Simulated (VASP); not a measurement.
# InSb (F-43m) in VASP: a series of runs

The runs below take InSb through single point, with HSE06, PBE, r2SCAN.

Program: VASP 6.6.1. These are calculated values, not measurements. Logs are shortened: lines on timing, memory, paths and dates and some standing lists are left out, and cuts for length are marked.

### 1 The cell of the first run

The structure is cubic, space group F-43m (No. 216). Conventional cell: a = 6.625 Å, b = 6.625 Å, c = 6.625 Å, α = 90.00°, β = 90.00°, γ = 90.00°. In (site symmetry -43m) has 4 Sb at 2.87 Å within 3.8 Å. Sb (site symmetry -43m) has 4 In at 2.87 Å within 3.8 Å.

### 2 Single point, HSE06 (strain +1.0%)

Input file POSCAR:

```
InSb
1.0
    0.0000000000      3.3123081477      3.3123081477
    3.3123081477      0.0000000000      3.3123081477
    3.3123081477      3.3123081477      0.0000000000
In Sb
1 1
Direct
    0.0000000000      0.0000000000      0.0000000000
    0.2500000000      0.2500000000      0.2500000000
```

Input file INCAR.step1:

```
SYSTEM = InSb
  PREC = Accurate
  ENCUT = 520
  EDIFF = 1E-5
  ISMEAR = -1
  SIGMA = 0.02
  LREAL = .FALSE.
  LASPH = .TRUE.
  NELM = 100
  ALGO = Normal
  ISIF = 2
  LWAVE = .TRUE.
  LCHARG = .FALSE.
  NBANDS = 16
  GGA = PE
```

Input file INCAR.step2:

```
SYSTEM = InSb
  PREC = Accurate
  ENCUT = 520
  EDIFF = 1E-6
  ISMEAR = -1
  SIGMA = 0.02
  LREAL = .FALSE.
  LASPH = .TRUE.
  NELM = 100
  ALGO = Normal
  ISIF = 2
  LWAVE = .FALSE.
  LCHARG = .FALSE.
  GGA = PE
  LHFCALC = .TRUE.
  HFSCREEN = 0.2079
  PRECFOCK = Normal
  NBANDS = 16
  ISTART = 1
```

Input file KPOINTS:

```
regular mesh
0
G
  4 4 4
  0 0 0
```

Potentials or basis: VASP PAW PBE potentials, release 64 (In_d, Sb).

Started as:

```console
$ cat potpaw_PBE.64/In_d/POTCAR potpaw_PBE.64/Sb/POTCAR > POTCAR
$ cp INCAR.step1 INCAR
$ mpirun -np 1 vasp_std > vasp.out
$ cp INCAR.step2 INCAR
$ mpirun -np 1 vasp_std > vasp.out
```

OUTCAR:

```text
SYSTEM = InSb
   PREC = Accurate
   ENCUT = 520
   EDIFF = 1E-6
   ISMEAR = -1
   LREAL = .FALSE.
   LASPH = .TRUE.
   NELM = 100
   ISIF = 2
   GGA = PE
   LHFCALC = .TRUE.
   HFSCREEN = 0.2079
   PRECFOCK = Normal
   ISTART = 1

 ion  position               nearest neighbor table
   1  0.000  0.000  0.000-   2 2.87   2 2.87   2 2.87   2 2.87
   2  0.250  0.250  0.250-   1 2.87   1 2.87   1 2.87   1 2.87

  LATTYP: Found a face centered cubic cell.
 ALAT       =     6.6246162954

  Lattice vectors:

 A1 = (   0.0000000000,   3.3123081477,   3.3123081477)
 A2 = (   3.3123081477,   0.0000000000,   3.3123081477)
 A3 = (   3.3123081477,   3.3123081477,   0.0000000000)

Analysis of symmetry for initial positions (statically):
=====================================================================
 Subroutine PRICEL returns:
 Original cell was already a primitive cell.

 Routine SETGRP: Setting up the symmetry group for a
 face centered cubic supercell.

 Subroutine GETGRP returns: Found 24 space group operations
 (whereof 24 operations were pure point group operations)
 out of a pool of 48 trial point group operations.

The static configuration has the point symmetry T_d .

Analysis of symmetry for dynamics (positions and initial velocities):
=====================================================================
 Subroutine PRICEL returns:
 Original cell was already a primitive cell.

 Routine SETGRP: Setting up the symmetry group for a
 face centered cubic supercell.

 Subroutine GETGRP returns: Found 24 space group operations
 (whereof 24 operations were pure point group operations)
 out of a pool of 48 trial point group operations.

The dynamic configuration has the point symmetry T_d .

 Subroutine INISYM returns: Found 24 space group operations
 (whereof 24 operations are pure point group operations),
 and found     1 'primitive' translations

----------------------------------------------------------------------------------------

                                     Primitive cell

  volume of cell :      72.6812

  direct lattice vectors                    reciprocal lattice vectors
     0.000000000  3.312308148  3.312308148    -0.150952139  0.150952139  0.150952139
     3.312308148  0.000000000  3.312308148     0.150952139 -0.150952139  0.150952139
     3.312308148  3.312308148  0.000000000     0.150952139  0.150952139 -0.150952139

  length of vectors
     4.684311105  4.684311105  4.684311105     0.261456774  0.261456774  0.261456774

  position of ions in fractional coordinates (direct lattice)
     0.000000000  0.000000000  0.000000000
     0.250000000  0.250000000  0.250000000

  ion indices of the primitive-cell ions
   primitive index   ion index
                 1           1
                 2           2

----------------------------------------------------------------------------------------

 KPOINTS: regular mesh

Automatic generation of k-mesh.
 Grid dimensions read from file:
 generate k-points for:    4    4    4

 Generating k-lattice:

  Cartesian coordinates                     Fractional coordinates (reciprocal lattice)
    -0.037738035  0.037738035  0.037738035     0.250000000  0.000000000  0.000000000
     0.037738035 -0.037738035  0.037738035     0.000000000  0.250000000  0.000000000
     0.037738035  0.037738035 -0.037738035     0.000000000  0.000000000  0.250000000

  Length of vectors
     0.065364194  0.065364194  0.065364194

  Shift w.r.t. Gamma in fractional coordinates (k-lattice)
     0.000000000  0.000000000  0.000000000

 Subroutine IBZKPT returns following result:
 ===========================================

 Found      8 irreducible k-points:

 Following reciprocal coordinates:
            Coordinates               Weight
  0.000000  0.000000  0.000000      1.000000
  0.250000  0.000000  0.000000      8.000000
  0.500000  0.000000  0.000000      4.000000
  0.250000  0.250000  0.000000      6.000000
  0.500000  0.250000  0.000000     24.000000
 -0.250000  0.250000  0.000000     12.000000
  0.500000  0.500000  0.000000      3.000000
 -0.250000  0.500000  0.250000      6.000000
   k-points           NKPTS =      8   k-points in BZ     NKDIM =     64   number of bands    NBANDS=     16
   number of dos      NEDOS =    301   number of ions     NIONS =      2
   total plane-waves  NPLWV =  46656
   dimension x,y,z NGX =    36 NGY =   36 NGZ =   36
   dimension x,y,z NGXF=    72 NGYF=   72 NGZF=   72
   ions per type =               1   1
   NGX,Y,Z   is equivalent  to a cutoff of  12.78, 12.78, 12.78 a.u.
   NGXF,Y,Z  is equivalent  to a cutoff of  25.55, 25.55, 25.55 a.u.
 SYSTEM =  InSb
   PREC   = accura    normal or accurate (medium, high low for compatibility)
   ISTART =      1    job   : 0-new  1-cont  2-samecut
   ICHARG =      0    charge: 1-file 2-atom 10-const
   ISPIN  =      1    spin polarized calculation?
   LNONCOLLINEAR =      F non collinear calculations
   LSORBIT =      F    spin-orbit coupling
   LASPH  =      T    aspherical Exc in radial PAW
   ENCUT  =  520.0 eV  38.22 Ry    6.18 a.u.   8.71  8.71  8.71*2*pi/ulx,y,z
   NELM   =    100;   NELMIN=  2; NELMDL=  0     # of ELM steps
   EDIFF  = 0.1E-05   stopping-criterion for ELM
   LREAL  =      F    real-space projection
   EDIFFG = 0.1E-04   stopping-criterion for IOM
   NSW    =      0    number of steps for IOM
   IBRION =     -1    ionic relax: 0-MD 1-quasi-New 2-CG
   NFREE  =      0    steps in history (QN), initial steepest desc. (CG)
   ISIF   =      2    stress and relaxation
   ISYM   =      3    0-nonsym 1-usesym 2-fastsym
   POTIM  = 0.5000    time-step for ionic-motion
   TEBEG  =    0.0;   TEEND  =   0.0 temperature during run
   PSTRESS=    0.0 pullay stress
   NELECT =      18.0000    total number of electrons
   NUPDOWN=      -1.0000    fix difference up-down
   EMIN   =  10.00;   EMAX   =-10.00  energy-range for DOS
   EFERMI =   0.00;   METHOD = LEGACY
   ISMEAR =    -1;   SIGMA  =   0.02  broadening in eV -4-tet -1-fermi 0-gaus
   EFERMI_NEDOS =   21; number of points for ismear=-14 and -15
   IALGO  =     38    algorithm
   IMIX   =      1    mixing-type and parameters
     AMIX     =   0.40;   BMIX     =  1.00
     AMIX_MAG =   1.60;   BMIX_MAG =  1.00
  volume/ion in A,a.u.               =      36.34       245.24
  Fermi-wavevector in a.u.,A,eV,Ry     =   1.028075  1.942781 14.380526  1.056939
  Thomas-Fermi vector in A             =   2.162053
   LORBIT       =      0    0 simple, 1 ext, 2 COOP (PROOUT), +10 PAW based schemes
   GGA     = PE    functional components
   LHFCALC =     T    Hartree Fock is set to
   PRECFOCK=normal    Normal, Fast or Accurate (Low or Medium for compatibility)
   ENCUT4O =  -1.0   cutoff for four orbital integrals eV
   NKREDX  =     1    reduce k-point grid by
   NKREDY  =     1    reduce k-point grid by
   NKREDZ  =     1    reduce k-point grid by
   AEXX    =    0.2500 exact exchange contribution
   HFSCREEN=    0.2079 screening length (either q_TF or 0.3 A-1)
   HFSCREENC=   0.2079 screening length for correlation (either q_TF or 0.3 A-1)
   ENCUTFOCK=  -1.0 apply spherical cutoff to Coloumb kernel
   IVDW    =     0    specifies the selected vdW correction
   LEPSILON=     F    determine dielectric tensor
   LRPA    =     F    only Hartree local field effects (RPA)
 non-spin polarized calculation
  energy-cutoff  :      520.00
  volume of cell :       72.68
 maximum number of plane-waves:      1964
 NGX is ok and might be reduce to    36
  NGX = 28; NGY = 28; NGZ = 28

 number of electron      18.0000008 magnetization

 Free energy of the ion-electron system (eV)
  ---------------------------------------------------
  ext. energy  EPLUGINS =         0.00000000
  ---------------------------------------------------
  free energy    TOTEN  =        -8.32369878 eV

  energy without entropy =       -8.32327343  energy(sigma->0) =       -8.32348611

 E-fermi :   4.1204     XC(G=0):  -7.0249

 val. band max:        4.0497854671   @ k =   0.0000   0.0000   0.0000
 cond. band min:       4.1677508270   @ k =   0.0000   0.0000   0.0000
 fundamental gap:      0.1179653600
 Fermi energy:         4.1203578797

 k-point     1 :       0.0000    0.0000    0.0000
  band No.  band energies     occupation
      1     -12.2423      2.00000
      2     -12.2423      2.00000
      3     -12.2423      2.00000
      4     -12.1695      2.00000
      5     -12.1695      2.00000
      6      -7.2294      2.00000
[... 8 lines left out ...]
     15      13.0095      0.00000
     16      13.0095      0.00000

 k-point     2 :       0.2500    0.0000    0.0000
  band No.  band energies     occupation
      1     -12.2573      2.00000
      2     -12.2341      2.00000
      3     -12.2341      2.00000
      4     -12.1696      2.00000
      5     -12.1696      2.00000
      6      -6.6910      2.00000
[... 8 lines left out ...]
     15      12.0653      0.00000
     16      12.0653      0.00000

 k-point     3 :       0.5000    0.0000    0.0000
  band No.  band energies     occupation
      1     -12.2721      2.00000
      2     -12.2272      2.00000
      3     -12.2272      2.00000
      4     -12.1683      2.00000
      5     -12.1683      2.00000
      6      -5.8811      2.00000
[... 8 lines left out ...]
     15      14.0148      0.00000
     16      14.0148      0.00000

 k-point     4 :       0.2500    0.2500    0.0000
  band No.  band energies     occupation
      1     -12.2713      2.00000
      2     -12.2252      2.00000
      3     -12.2252      2.00000
      4     -12.1758      2.00000
      5     -12.1661      2.00000
      6      -6.5000      2.00000
[... 8 lines left out ...]
     15      13.5896      0.00000
     16      13.6678      0.00000

 k-point     5 :       0.5000    0.2500    0.0000
  band No.  band energies     occupation
      1     -12.2834      2.00000
      2     -12.2190      2.00000
      3     -12.2169      2.00000
      4     -12.1759      2.00000
      5     -12.1660      2.00000
      6      -5.6353      2.00000
[... 8 lines left out ...]
     15      14.2191      0.00000
     16      14.5296      0.00000

 k-point     6 :      -0.2500    0.2500    0.0000
  band No.  band energies     occupation
      1     -12.2737      2.00000
      2     -12.2246      2.00000
      3     -12.2237      2.00000
      4     -12.1708      2.00000
      5     -12.1696      2.00000
      6      -5.9549      2.00000
[... 8 lines left out ...]
     15      12.9911      0.00000
     16      14.6529      0.00000

 k-point     7 :       0.5000    0.5000    0.0000
  band No.  band energies     occupation
      1     -12.2979      2.00000
      2     -12.2077      2.00000
      3     -12.2077      2.00000
      4     -12.1835      2.00000
      5     -12.1625      2.00000
      6      -5.2781      2.00000
[... 8 lines left out ...]
     15      15.0441      0.00000
     16      15.2000      0.00000

 k-point     8 :      -0.2500    0.5000    0.2500
  band No.  band energies     occupation
      1     -12.2878      2.00000
      2     -12.2190      2.00000
      3     -12.2095      2.00000
      4     -12.1763      2.00000
      5     -12.1675      2.00000
      6      -5.2486      2.00000
[... 8 lines left out ...]
     15      14.5083      0.00000
     16      15.2467      0.00000

------------------------ aborting loop because EDIFF is reached ----------------------------------------

  FORCE on cell =-STRESS in cart. coord.  units (eV):
  Direction    XX          YY          ZZ          XY          YZ          ZX
  --------------------------------------------------------------------------------------
  -------------------------------------------------------------------------------------
  Total       -0.7986519     -0.7986519     -0.7986519     -0.0000000      0.0000000     -0.0000000
  in kB      -17.6054004    -17.6054004    -17.6054004     -0.0000000      0.0000000     -0.0000000
  external PRESSURE =     -17.6054004 kB  Pullay stress =       0.0000000 kB

 VOLUME and BASIS-vectors are now :
 -----------------------------------------------------------------------------
  energy-cutoff  :      520.00
  volume of cell :       72.68
      direct lattice vectors                 reciprocal lattice vectors
     0.000000000  3.312308148  3.312308148    -0.150952139  0.150952139  0.150952139
     3.312308148  0.000000000  3.312308148     0.150952139 -0.150952139  0.150952139
     3.312308148  3.312308148  0.000000000     0.150952139  0.150952139 -0.150952139

 POSITION                                       TOTAL-FORCE (eV/Angst)
 -----------------------------------------------------------------------------------
      0.00000      0.00000      0.00000        -0.000000     -0.000000     -0.000000
      1.65615      1.65615      1.65615         0.000000      0.000000      0.000000
 -----------------------------------------------------------------------------------
    total drift:                               -0.000097     -0.000039     -0.000003

  FREE ENERGIE OF THE ION-ELECTRON SYSTEM (eV)
  ---------------------------------------------------
  free  energy   TOTEN  =        -8.3236987849 eV

  energy  without entropy=       -8.3232734314  energy(sigma->0) =       -8.32348611
```

Wall time 25 min (1 thread of Intel Xeon 8259CL, shared host); peak memory 0.32 GiB.

What came out:

```
Free energy            : -8.3237 eV
Pressure               : -1.8 GPa
Band gap on the k mesh : 0.12 eV
```

Levels at points of the mesh, in eV from the valence-band top:
```csv
k point,band 7,band 8,band 9,band 10,band 11,band 12
"(0.00, 0.00, 0.00)",0.00,0.00,0.00,0.12,3.64,3.64
"(0.50, 0.00, 0.00)",-5.75,-0.98,-0.98,1.04,4.50,4.50
"(0.50, 0.50, 0.00)",-6.10,-2.22,-2.22,1.95,2.01,8.86
```

Caveat: the cell differs from its parent crystal (strain +1.0%); the PAW data sets were made with another functional, which shifts forces and pressure a little; spin-orbit coupling is left out, which moves the levels of the heavy elements.

[end of part 1 of 2]

The gap in the log of VASP goes by the Fermi energy; the results here count the filled bands.